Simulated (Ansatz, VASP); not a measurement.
BiTe in VASP and in Ansatz

POSCAR

```
BiTe
1.0
    2.5438431614      1.4686885340      3.4831565522
   -2.5438431614      1.4686885340      3.4831565522
    0.0000000000     -2.9373770681      3.4831565522
Bi Te
1 1
Direct
    0.5000000000      0.5000000000      0.5000000000
    0.0000000000      0.0000000000      0.0000000000
```

Contents of INCAR.step1:

```
PREC     = Accurate       # precision mode
ENCUT    = 520            # plane-wave cutoff, eV
ISMEAR   = 0              # smearing method
SIGMA    = 0.15           # smearing width, eV
LREAL    = False          # projectors in reciprocal space
LASPH    = True           # aspherical terms in the spheres
NELM     = 60             # most SCF steps
NBANDS   = 18             # bands
GGA      = PE             # functional
ALGO     = Normal         # electronic algorithm
EDIFF    = 1E-4           # SCF threshold, eV
LWAVE    = True           # write WAVECAR
LCHARG   = False          # write CHGCAR
```

File INCAR.step2:

```
PREC     = Accurate       # precision mode
ENCUT    = 520            # plane-wave cutoff, eV
EDIFF    = 1E-6           # SCF threshold, eV
ISMEAR   = 0              # smearing method
SIGMA    = 0.15           # smearing width, eV
LREAL    = False          # projectors in reciprocal space
LASPH    = True           # aspherical terms in the spheres
NELM     = 60             # most SCF steps
ALGO     = Normal         # electronic algorithm
ISIF     = 2              # what is computed and relaxed
LWAVE    = False          # write WAVECAR
LCHARG   = False          # write CHGCAR
METAGGA  = R2SCAN         # meta-GGA
LMIXTAU  = True         
NBANDS   = 18             # bands
ISTART   = 1
```

The input KPOINTS:

```
regular mesh
0
Gamma
  12 12 12
```

Input for Ansatz:

```yaml
crystal:
  lattice:
    - [2.5438431614, 1.468688534, 3.4831565522]
    - [-2.5438431614, 1.468688534, 3.4831565522]
    - [0.0, -2.9373770681, 3.4831565522]
  atoms:
    - { symbol: Bi, position: [0.5, 0.5, 0.5] }
    - { symbol: Te, position: [0.0, 0.0, 0.0] }
basis:
  ecutwfc: 500
kpoints:
  mp_grid: { grid: [12, 12, 12] }
hamiltonian:
  xc: r2scan
scf:
  occupations: { method: gaussian, width: 0.15 }
output:
  forces: true
  stress: true
  eigenvalues: true
```

Change from the starting cell: strain +0.050 along x and y, +0.050 along z, atoms carried along.

Alike in both runs: task single point; functional r2SCAN; k mesh 12 × 12 × 12; occupations gaussian, width 0.15 eV; no spin polarisation.

|  | VASP | Ansatz |
| --- | --- | --- |
| version | VASP 6.6.1 | Ansatz 0.2.0 |
| potentials or method | VASP PAW PBE potentials, release 64 (Bi_d, Te), cutoff 520 eV | scalar-relativistic, plane waves, PAW |
| valence electrons in the cell | 21 | 31 |

|  | VASP | Ansatz | Ansatz less VASP |
| --- | --- | --- | --- |
| gap on the k mesh at the Fermi level (eV) | none | none | - |
| pressure (GPa) | -5.8 | -5.8 | +0.03 |
| traceless stress, the component that is largest in VASP (GPa) | 1.17 | 1.17 | -0.004 |

VASP's potentials were made for PBE, not for r2SCAN. A gap of «none» marks a metal or a gap that the smearing closes. The functional is the same, so the differences come from potentials, cutoffs and numerics. VASP's potentials hold 21 valence electrons a cell and Ansatz's 31, so a difference there can come from the potentials and not from the codes.

Neither program's run includes spin-orbit coupling.
